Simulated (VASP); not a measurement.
# TiSi (P-3m1) in VASP: single point with r2SCAN

Aim: the single point of TiSi with r2SCAN.

Program: VASP 6.6.1. These are calculated values, not measurements. Logs are shortened: lines on timing, memory, paths and dates and some standing lists are left out, and cuts for length are marked.

## Step 1: The cell of the first run

The structure is trigonal, space group P-3m1 (No. 164). Conventional cell: a = 4.535 Å, b = 4.535 Å, c = 5.057 Å, α = 90.00°, β = 90.00°, γ = 120.00°. Within 3.3 Å of Ti (site symmetry -3m) lie 8 Si at 2.53 to 2.88 Å and 6 Ti at 2.92 Å. Ti (site symmetry 3m) has 8 Si at 2.50 to 2.90 Å and 3 Ti at 2.92 Å within 3.3 Å. Si (site symmetry -3m) has 8 Ti at 2.53 to 2.90 Å and 6 Si at 2.93 Å within 3.3 Å. Si (site symmetry 3m) has 8 Ti at 2.50 to 2.88 Å and 3 Si at 2.93 Å within 3.3 Å.

## Step 2: Single point, r2SCAN

Input file POSCAR:

```
TiSi
1.0
    2.2672800724     -3.9270442803      0.0000000000
   -4.5345601447      0.0000000000      0.0000000000
    0.0000000000      0.0000000000     -5.0567160188
Ti Si
3 3
Direct
    1.0000000000      0.0000000000      0.5000000000
    0.3333333333      0.6666666667      0.7545382335
    0.6666666667      0.3333333333      0.2454617665
    1.0000000000      0.0000000000      0.0000000000
    0.3333333333      0.6666666667      0.2606613060
    0.6666666667      0.3333333333      0.7393386940
```

Input file INCAR.step1:

```
SYSTEM = TiSi
PREC = Accurate ; ENCUT = 520
ISMEAR = 0 ; SIGMA = 0.1
LREAL = .FALSE. ; LASPH = .TRUE.
NELM = 80 ; NBANDS = 33
GGA = PE ; ALGO = Normal
EDIFF = 1E-4 ; LWAVE = .TRUE.
LCHARG = .FALSE.
```

Input file INCAR.step2:

```
SYSTEM = TiSi
PREC = Accurate ; ENCUT = 520
EDIFF = 1E-6 ; ISMEAR = 0
SIGMA = 0.1 ; LREAL = .FALSE.
LASPH = .TRUE. ; NELM = 80
ALGO = Normal ; ISIF = 2
LWAVE = .FALSE. ; LCHARG = .FALSE.
METAGGA = R2SCAN ; LMIXTAU = .TRUE.
NBANDS = 33 ; ISTART = 1
```

Input file KPOINTS:

```
regular mesh
0
G
  12 12 8
  0 0 0
```

Potentials or basis: VASP PAW PBE potentials, release 64 (Ti_sv, Si).

Started as:

```
> cat potpaw_PBE.64/Ti_sv/POTCAR potpaw_PBE.64/Si/POTCAR > POTCAR
> cp INCAR.step1 INCAR
> mpirun -np 1 vasp_std > vasp.out
> cp INCAR.step2 INCAR
> mpirun -np 1 vasp_std > vasp.out
```

OUTCAR:

```text
SYSTEM = TiSi
   PREC = Accurate
   ENCUT = 520
   EDIFF = 1E-6
   ISMEAR = 0
   LREAL = .FALSE.
   LASPH = .TRUE.
   NELM = 80
   ISIF = 2
   METAGGA = R2SCAN
   ISTART = 1

 ion  position               nearest neighbor table
   1  0.000  0.000  0.500-   4 2.53   4 2.53   6 2.88   5 2.88   5 2.88   6 2.88   6 2.88   5 2.88
                             2 2.92   3 2.92   2 2.92   3 2.92   2 2.92   3 2.92
   2  0.333  0.667  0.755-   5 2.50   5 2.56   6 2.62   6 2.62   6 2.62   4 2.90   4 2.90   4 2.90
                             1 2.92   1 2.92   1 2.92
   3  0.667  0.333  0.245-   6 2.50   6 2.56   5 2.62   5 2.62   5 2.62   4 2.90   4 2.90   4 2.90
                             1 2.92   1 2.92   1 2.92
   4  0.000  0.000  0.000-   1 2.53   1 2.53   3 2.90   2 2.90   2 2.90   3 2.90   3 2.90   2 2.90
                             6 2.93   5 2.93   6 2.93   5 2.93   6 2.93   5 2.93
   5  0.333  0.667  0.261-   2 2.50   2 2.56   3 2.62   3 2.62   3 2.62   1 2.88   1 2.88   1 2.88
                             4 2.93   4 2.93   4 2.93
   6  0.667  0.333  0.739-   3 2.50   3 2.56   2 2.62   2 2.62   2 2.62   1 2.88   1 2.88   1 2.88
                             4 2.93   4 2.93   4 2.93

  LATTYP: Found a hexagonal cell.
 ALAT       =     4.5345601447
 C/A-ratio  =     1.1151502808

  Lattice vectors:

 A1 = (   2.2672800724,  -3.9270442803,   0.0000000000)
 A2 = (  -4.5345601447,   0.0000000000,   0.0000000000)
 A3 = (   0.0000000000,   0.0000000000,  -5.0567160188)

Analysis of symmetry for initial positions (statically):
=====================================================================
 Subroutine PRICEL returns:
 Original cell was already a primitive cell.

 Routine SETGRP: Setting up the symmetry group for a
 hexagonal supercell.

 Subroutine GETGRP returns: Found 12 space group operations
 (whereof 12 operations were pure point group operations)
 out of a pool of 24 trial point group operations.

The static configuration has the point symmetry D_3d.

Analysis of symmetry for dynamics (positions and initial velocities):
=====================================================================
 Subroutine PRICEL returns:
 Original cell was already a primitive cell.

 Routine SETGRP: Setting up the symmetry group for a
 hexagonal supercell.

 Subroutine GETGRP returns: Found 12 space group operations
 (whereof 12 operations were pure point group operations)
 out of a pool of 24 trial point group operations.

The dynamic configuration has the point symmetry D_3d.

 Subroutine INISYM returns: Found 12 space group operations
 (whereof 12 operations are pure point group operations),
[... 109 lines left out ...]
   NFREE  =      0    steps in history (QN), initial steepest desc. (CG)
   ISIF   =      2    stress and relaxation
   ISYM   =      2    0-nonsym 1-usesym 2-fastsym
   POTIM  = 0.5000    time-step for ionic-motion
   TEBEG  =    0.0;   TEEND  =   0.0 temperature during run
   PSTRESS=    0.0 pullay stress
   NELECT =      48.0000    total number of electrons
   NUPDOWN=      -1.0000    fix difference up-down
   EMIN   =  10.00;   EMAX   =-10.00  energy-range for DOS
   EFERMI =   0.00;   METHOD = LEGACY
   ISMEAR =     0;   SIGMA  =   0.10  broadening in eV -4-tet -1-fermi 0-gaus
   EFERMI_NEDOS =   21; number of points for ismear=-14 and -15
   IALGO  =     38    algorithm
   IMIX   =      4    mixing-type and parameters
     AMIX     =   0.40;   BMIX     =  1.00
     AMIX_MAG =   1.60;   BMIX_MAG =  1.00
  volume/ion in A,a.u.               =      15.01       101.28
  Fermi-wavevector in a.u.,A,eV,Ry     =   1.327391  2.508404 23.973000  1.761966
  Thomas-Fermi vector in A             =   2.456706
   LORBIT       =      0    0 simple, 1 ext, 2 COOP (PROOUT), +10 PAW based schemes
   METAGGA = R2SCAN    functional components
   LHFCALC =     F    Hartree Fock is set to
   AEXX    =    0.0000 exact exchange contribution
   IVDW    =     0    specifies the selected vdW correction
   LEPSILON=     F    determine dielectric tensor
   LRPA    =     F    only Hartree local field effects (RPA)
 non-spin polarized calculation
 Gauss-broadening in eV      SIGMA  =   0.10
  energy-cutoff  :      520.00
  volume of cell :       90.05
 maximum number of plane-waves:      2461
 NGX is ok and might be reduce to    36
   NGX = 17   NGY = 17   NGZ = 19

 number of electron      48.0000005 magnetization

 Free energy of the ion-electron system (eV)
  ---------------------------------------------------
  ext. energy  EPLUGINS =         0.00000000
  ---------------------------------------------------
  free energy    TOTEN  =       -67.26945740 eV

  energy without entropy =      -67.25003433  energy(sigma->0) =      -67.25974587

 E-fermi :   9.6998     XC(G=0): -12.4548

 val. band max:        9.6996415911   @ k =   0.0833   0.0833   0.0000
 cond. band min:       9.6999464511   @ k =   0.4167   0.0000   0.2500
 fundamental gap:      0.0003048600
 Fermi energy:         9.6997558650

 k-point     1 :       0.0000    0.0000    0.0000
  band No.  band energies     occupation
      1     -49.3056      2.00000
      2     -49.2893      2.00000
      3     -49.0259      2.00000
      4     -24.6188      2.00000
      5     -24.5974      2.00000
      6     -24.5973      2.00000
[... 853 lines left out ...]
     32      12.6756      0.00000
     33      12.8079      0.00000

 [... further k-points ...]

------------------------ aborting loop because EDIFF is reached ----------------------------------------

  FORCE on cell =-STRESS in cart. coord.  units (eV):
  Direction    XX          YY          ZZ          XY          YZ          ZX
  --------------------------------------------------------------------------------------
  -------------------------------------------------------------------------------------
  Total        0.2343812      0.2343812      0.1212956     -0.0000000      0.0000000     -0.0000000
  in kB        4.1702674      4.1702674      2.1581722     -0.0000000      0.0000000     -0.0000000
  external PRESSURE =       3.4995690 kB  Pullay stress =       0.0000000 kB

 VOLUME and BASIS-vectors are now :
 -----------------------------------------------------------------------------
  energy-cutoff  :      520.00
  volume of cell :       90.05
      direct lattice vectors                 reciprocal lattice vectors
     2.267280072 -3.927044280  0.000000000     0.000000000 -0.254644442  0.000000000
    -4.534560145  0.000000000  0.000000000    -0.220528556 -0.127322221  0.000000000
     0.000000000  0.000000000 -5.056716019     0.000000000  0.000000000 -0.197756804

 POSITION                                       TOTAL-FORCE (eV/Angst)
 -----------------------------------------------------------------------------------
      0.00000      0.00000     -2.52836        -0.000000     -0.000000      0.000000
     -2.26728     -1.30901     -3.81549        -0.000000      0.000000     -0.003007
      0.00000     -2.61803     -1.24123        -0.000000     -0.000000      0.003007
      0.00000      0.00000      0.00000        -0.000000     -0.000000      0.000000
     -2.26728     -1.30901     -1.31809        -0.000000      0.000000      0.007920
      0.00000     -2.61803     -3.73863         0.000000     -0.000000     -0.007920
 -----------------------------------------------------------------------------------
    total drift:                               -0.000000      0.000000     -0.000000

  FREE ENERGIE OF THE ION-ELECTRON SYSTEM (eV)
  ---------------------------------------------------
  free  energy   TOTEN  =       -67.2694574044 eV

  energy  without entropy=      -67.2500343290  energy(sigma->0) =      -67.25974587
```

OUTCAR.step1:

```text
SYSTEM = TiSi
   PREC = Accurate
   ENCUT = 520
   ISMEAR = 0
   LREAL = .FALSE.
   LASPH = .TRUE.
   NELM = 80
[... 1107 lines left out ...]
      0.00000      0.00000      0.00000        -0.000000      0.000000      0.000000
     -2.26728     -1.30901     -1.31809         0.000000     -0.000000      0.033480
      0.00000     -2.61803     -3.73863        -0.000000      0.000000     -0.033480
 -----------------------------------------------------------------------------------
    total drift:                               -0.000000      0.000000     -0.000000

  FREE ENERGIE OF THE ION-ELECTRON SYSTEM (eV)
  ---------------------------------------------------
  free  energy   TOTEN  =       -41.9911403489 eV

  energy  without entropy=      -41.9688396976  energy(sigma->0) =      -41.97999002
```

OSZICAR.step1:

```text
N       E                     dE             d eps       ncg     rms          rms(c)
DAV:   1     0.550971827355E+03    0.55097E+03   -0.23013E+04  8654   0.162E+03
DAV:   2     0.210006812041E+02   -0.52997E+03   -0.51372E+03  8655   0.497E+02
DAV:   3    -0.398754215783E+02   -0.60876E+02   -0.58278E+02 13863   0.144E+02
DAV:   4    -0.470534241495E+02   -0.71780E+01   -0.70771E+01 13652   0.422E+01
DAV:   5    -0.473781548917E+02   -0.32473E+00   -0.32450E+00 12564   0.839E+00    0.197E+01
DAV:   6    -0.425261841107E+02    0.48520E+01   -0.45514E+01 11992   0.449E+01    0.663E+00
DAV:   7    -0.420020241000E+02    0.52416E+00   -0.67176E+00 12015   0.170E+01    0.454E+00
DAV:   8    -0.420297046993E+02   -0.27681E-01   -0.55036E-01 12168   0.678E+00    0.209E+00
DAV:   9    -0.419989811213E+02    0.30724E-01   -0.35192E-01 12563   0.531E+00    0.136E+00
DAV:  10    -0.419889176801E+02    0.10063E-01   -0.59910E-02 11858   0.304E+00    0.471E-01
DAV:  11    -0.419911887969E+02   -0.22711E-02   -0.12925E-02 11169   0.873E-01    0.115E-01
DAV:  12    -0.419911505941E+02    0.38203E-04   -0.10722E-03 13269   0.246E-01    0.690E-02
DAV:  13    -0.419911403489E+02    0.10245E-04   -0.15195E-04  7139   0.139E-01
   1 F= -.41991140E+02 E0= -.41979990E+02  d E =-.223007E-01
```

Wall time 11 min (1 thread of Intel Xeon 6975P-C (Granite Rapids), shared host); peak memory 0.44 GiB.

What came out:

```
Free energy            : -67.2695 eV
Pressure               : 0.3 GPa
Largest force          : 0.008 eV/Å
Band gap on the k mesh : zero (bands 24 and 25 overlap by 0.45 eV)
```

Forces on the atoms (eV/Å):
```
Ti   0.000  0.000  0.000
Ti   0.000  0.000 -0.003
Ti   0.000  0.000  0.003
Si   0.000  0.000  0.000
Si   0.000  0.000  0.008
Si   0.000  0.000 -0.008
```

Levels at points of the mesh, in eV from the Fermi level:
```csv
k point,band 22,band 23,band 24,band 25,band 26,band 27
"(0.00, 0.00, 0.00)",-1.26,-0.50,0.21,0.21,0.86,0.86
"(0.50, 0.00, 0.00)",-1.40,-0.42,-0.33,0.04,0.04,1.30
"(0.00, 0.00, 0.50)",-1.62,-1.62,-1.23,1.01,1.01,1.68
"(0.50, 0.00, 0.50)",-0.90,-0.75,-0.51,0.72,1.13,1.67
```

Caveat: the PAW data sets were made with another functional, which shifts forces and pressure a little.
